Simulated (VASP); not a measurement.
# Se (Cmcm) in VASP: further runs, part 2 of 2

VASP 6.6.1. The steps go on from the part before.

### 3 Electric field gradients, PBE

The input, INCAR:

```
SYSTEM = Se
ALGO = Normal
EDIFF = 1E-8
ENCUT = 520
GGA = PE
ISIF = 2
ISMEAR = 0
LASPH = .True.
LCHARG = .False.
LEFG = .True.
LREAL = .False.
LWAVE = .False.
NBANDS = 13
NELM = 60
PREC = Accurate
SIGMA = 0.1
```

The input, KPOINTS:

```
k-points
0
Gamma
  6 6 4
  0 0 0
```

The input, POSCAR:

```
Se
1.0
    1.3942694300     -4.0390027650      0.0000000000
    1.3942694300      4.0390027650      0.0000000000
    0.0000000000      0.0000000000      4.6134314000
Se
2
Direct
    0.9356553200      0.0643446800      0.2500000000
    0.0643446800      0.9356553200      0.7500000000
```

Potentials or basis: VASP PAW PBE potentials, release 64 (Se).

On the command line:

```bash
$ cat potpaw_PBE.64/Se/POTCAR > POTCAR
$ mpirun -np 1 vasp_std > vasp.out
```

OUTCAR:

```text
SYSTEM = Se
   EDIFF = 1E-8
   ENCUT = 520
   GGA = PE
   ISIF = 2
   ISMEAR = 0
   LASPH = .True.
   LREAL = .False.
   NELM = 60
   PREC = Accurate

 ion  position               nearest neighbor table
   1  0.936  0.064  0.250-   2 2.53   2 2.53
   2  0.064  0.936  0.750-   1 2.53   1 2.53

  LATTYP: Found a base centered orthorhombic cell.
 ALAT       =     2.7885388600
 B/A-ratio  =     2.8968595869
 C/A-ratio  =     1.6544260746

  Lattice vectors:

 A1 = (   1.3942694300,  -4.0390027650,   0.0000000000)
 A2 = (   1.3942694300,   4.0390027650,   0.0000000000)
 A3 = (   0.0000000000,   0.0000000000,   4.6134314000)

Analysis of symmetry for initial positions (statically):
=====================================================================
 Subroutine PRICEL returns:
 Original cell was already a primitive cell.

 Routine SETGRP: Setting up the symmetry group for a
 base centered orthorhombic supercell.

 Subroutine GETGRP returns: Found  8 space group operations
 (whereof  4 operations were pure point group operations)
 out of a pool of  8 trial point group operations.

The static configuration has the point symmetry C_2h.
 The point group associated with its full space group is D_2h.

Analysis of symmetry for dynamics (positions and initial velocities):
=====================================================================
 Subroutine PRICEL returns:
 Original cell was already a primitive cell.

 Routine SETGRP: Setting up the symmetry group for a
 base centered orthorhombic supercell.

 Subroutine GETGRP returns: Found  8 space group operations
 (whereof  4 operations were pure point group operations)
 out of a pool of  8 trial point group operations.

The dynamic configuration has the point symmetry C_2h.
 The point group associated with its full space group is D_2h.

 Subroutine INISYM returns: Found  8 space group operations
 (whereof  4 operations are pure point group operations),
 and found     1 'primitive' translations

----------------------------------------------------------------------------------------

                                     Primitive cell

  volume of cell :      51.9607

  direct lattice vectors                    reciprocal lattice vectors
     1.394269430 -4.039002765  0.000000000     0.358610746 -0.123792933  0.000000000
     1.394269430  4.039002765  0.000000000     0.358610746  0.123792933  0.000000000
     0.000000000  0.000000000  4.613431400     0.000000000  0.000000000  0.216758398

  length of vectors
     4.272883169  4.272883169  4.613431400     0.379376274  0.379376274  0.216758398

  position of ions in fractional coordinates (direct lattice)
     0.935655320  0.064344680  0.250000000
     0.064344680  0.935655320  0.750000000

  ion indices of the primitive-cell ions
   primitive index   ion index
                 1           1
                 2           2

----------------------------------------------------------------------------------------
[... 82 lines left out ...]
   NUPDOWN=      -1.0000    fix difference up-down
   EMIN   =  10.00;   EMAX   =-10.00  energy-range for DOS
   EFERMI =   0.00;   METHOD = LEGACY
   ISMEAR =     0;   SIGMA  =   0.10  broadening in eV -4-tet -1-fermi 0-gaus
   EFERMI_NEDOS =   21; number of points for ismear=-14 and -15
   IALGO  =     38    algorithm
   IMIX   =      4    mixing-type and parameters
     AMIX     =   0.40;   BMIX     =  1.00
     AMIX_MAG =   1.60;   BMIX_MAG =  1.00
  volume/ion in A,a.u.               =      25.98       175.32
  Fermi-wavevector in a.u.,A,eV,Ry     =   1.004408  1.898056 13.726046  1.008836
  Thomas-Fermi vector in A             =   2.137022
   LORBIT       =      0    0 simple, 1 ext, 2 COOP (PROOUT), +10 PAW based schemes
   GGA     = PE    functional components
   LHFCALC =     F    Hartree Fock is set to
   AEXX    =    0.0000 exact exchange contribution
   IVDW    =     0    specifies the selected vdW correction
   LEPSILON=     F    determine dielectric tensor
   LRPA    =     F    only Hartree local field effects (RPA)
 non-spin polarized calculation
 Gauss-broadening in eV      SIGMA  =   0.10
  energy-cutoff  :      520.00
  volume of cell :       51.96
 maximum number of plane-waves:      1424
   NGX = 15   NGY = 15   NGZ = 17

 number of electron      12.0000000 magnetization

 Free energy of the ion-electron system (eV)
  ---------------------------------------------------
  ext. energy  EPLUGINS =         0.00000000
  ---------------------------------------------------
  free energy    TOTEN  =        -6.65704899 eV

  energy without entropy =       -6.64931186  energy(sigma->0) =       -6.65318043

 E-fermi :   3.2070     XC(G=0):  -9.0992

 val. band max:        3.1982644277   @ k =   0.5000   0.0000   0.2500
 cond. band min:       3.2353104007   @ k =   0.5000   0.3333   0.5000
 fundamental gap:      0.0370459730
 Fermi energy:         3.2069523824

 k-point     1 :       0.0000    0.0000    0.0000
  band No.  band energies     occupation
      1     -12.6960      2.00000
      2      -8.7316      2.00000
      3      -3.3080      2.00000
      4       0.8955      2.00000
      5       1.0850      2.00000
      6       5.2630      0.00000
      7       5.6226      0.00000
      8       7.6331      0.00000
      9       8.7253      0.00000
     10      10.1123      0.00000
     11      12.1602      0.00000
     12      12.2248      0.00000
     13      16.0778      0.00000
[... 354 lines left out ...]
  band No.  band energies     occupation
      1     -11.6950      2.00000
      2      -9.2981      2.00000
      3      -2.5264      2.00000
      4       0.1495      2.00000
      5       1.2242      2.00000
      6       2.3641      2.00000
      7       4.4960      0.00000
      8       5.6574      0.00000
      9      12.0353      0.00000
     10      12.6939      0.00000
     11      13.8954      0.00000
     12      14.3467      0.00000
     13      15.9138      0.00000

 [... further k-points ...]
[... 5 lines left out ...]
  --------------------------------------------------------------------------------------
  -------------------------------------------------------------------------------------
  Total        1.8486157      0.0148246     -0.2898231      0.0000000      0.0000000      0.0000000
  in kB       57.0009770      0.4571081     -8.9365241      0.0000000      0.0000000      0.0000000
  external PRESSURE =      16.1738537 kB  Pullay stress =       0.0000000 kB

 VOLUME and BASIS-vectors are now :
 -----------------------------------------------------------------------------
  energy-cutoff  :      520.00
  volume of cell :       51.96
      direct lattice vectors                 reciprocal lattice vectors
     1.394269430 -4.039002765  0.000000000     0.358610746 -0.123792933  0.000000000
     1.394269430  4.039002765  0.000000000     0.358610746  0.123792933  0.000000000
     0.000000000  0.000000000  4.613431400     0.000000000  0.000000000  0.216758398

 POSITION                                       TOTAL-FORCE (eV/Angst)
 -----------------------------------------------------------------------------------
      1.39427     -3.51923      1.15336         0.000000     -0.306332      0.000000
      1.39427      3.51923      3.46007         0.000000      0.306332     -0.000000
 -----------------------------------------------------------------------------------
    total drift:                               -0.000000     -0.000000      0.000000

  FREE ENERGIE OF THE ION-ELECTRON SYSTEM (eV)
  ---------------------------------------------------
  free  energy   TOTEN  =        -6.6570489927 eV

  energy  without entropy=       -6.6493118626  energy(sigma->0) =       -6.65318043

 Electric field gradients (V/A^2)
---------------------------------------------------------------------
 ion       V_xx      V_yy      V_zz      V_xy      V_xz      V_yz
---------------------------------------------------------------------
   1      97.994  -396.535   298.541    -0.000    -0.000     0.000
   2      97.994  -396.535   298.541    -0.000     0.000    -0.000
---------------------------------------------------------------------

 Electric field gradients after diagonalization (V/A^2)
 (convention: |V_zz| > |V_xx| > |V_yy|)
----------------------------------------------------------------------
 ion       V_xx      V_yy      V_zz     asymmetry (V_yy - V_xx)/ V_zz
----------------------------------------------------------------------
   1     298.541    97.994  -396.535       0.506
   2     298.541    97.994  -396.535       0.506
----------------------------------------------------------------------

           NMR quadrupolar parameters

 Cq : quadrupolar parameter    Cq=e*Q*V_zz/h
 eta: asymmetry parameters     (V_yy - V_xx)/ V_zz
 Q  : nuclear electric quadrupole moment in mb (millibarn)
----------------------------------------------------------------------
 ion       Cq(MHz)       eta       Q (mb)
----------------------------------------------------------------------
   1      -0.959       0.506       1.000
   2      -0.959       0.506       1.000
----------------------------------------------------------------------
```

OSZICAR:

```text
N       E                     dE             d eps       ncg     rms          rms(c)
DAV:   1     0.479960124485E+02    0.47996E+02   -0.47648E+03  1014   0.757E+02
DAV:   2    -0.371575574976E+01   -0.51712E+02   -0.49218E+02  1432   0.130E+02
DAV:   3    -0.666506392339E+01   -0.29493E+01   -0.29107E+01  1239   0.322E+01
DAV:   4    -0.668577837086E+01   -0.20714E-01   -0.20712E-01  1235   0.316E+00
DAV:   5    -0.668588324725E+01   -0.10488E-03   -0.10487E-03  1294   0.234E-01    0.538E+00
DAV:   6    -0.666365098667E+01    0.22232E-01   -0.15664E-02  1229   0.693E-01    0.324E+00
DAV:   7    -0.665735109012E+01    0.62999E-02   -0.28665E-02  1259   0.977E-01    0.160E-01
DAV:   8    -0.665710226685E+01    0.24882E-03   -0.31176E-03  1134   0.295E-01    0.532E-02
DAV:   9    -0.665704184210E+01    0.60425E-04   -0.71193E-05  1204   0.471E-02    0.232E-02
DAV:  10    -0.665704984256E+01   -0.80005E-05   -0.27004E-05  1244   0.322E-02    0.892E-03
DAV:  11    -0.665704905506E+01    0.78750E-06   -0.67930E-06  1209   0.145E-02    0.231E-03
DAV:  12    -0.665704901842E+01    0.36641E-07   -0.13629E-07  1204   0.239E-03    0.167E-03
DAV:  13    -0.665704899046E+01    0.27963E-07   -0.13483E-07  1229   0.220E-03    0.522E-04
DAV:  14    -0.665704899273E+01   -0.22736E-08   -0.99363E-09   858   0.639E-04
   1 F= -.66570490E+01 E0= -.66531804E+01  d E =-.773713E-02
```

Wall time 34 s (1 thread of Intel Xeon Platinum 8375C at 2.90GHz (Ice Lake), shared host); peak memory 0.18 GiB.

What came out:

```
Free energy            : -6.6570 eV
Pressure               : 1.6 GPa
Largest force          : 0.306 eV/Å
Band gap on the k mesh : zero (band 6 reaches 5.32 eV, above the bottom of band 7 at 2.22 eV)
```

Forces in eV/Å, atoms in the order of the input:
```
Se   0.000 -0.306  0.000
Se   0.000  0.306  0.000
```

Stress tensor (GPa, compression positive):
```
 5.70  0.00  0.00
 0.00  0.05  0.00
 0.00  0.00 -0.89
```

Electric field gradients, principal values (V/Å²):
```
atom   least   middle  greatest (by size)
1 Se  97.994  298.541            -396.535
2 Se  97.994  298.541            -396.535
```

Caveat: the k points lie up to 0.40 Å⁻¹ apart; without QUAD_EFG the Cq values of the log hold for a quadrupole moment of 1 mb, not for the nuclei.
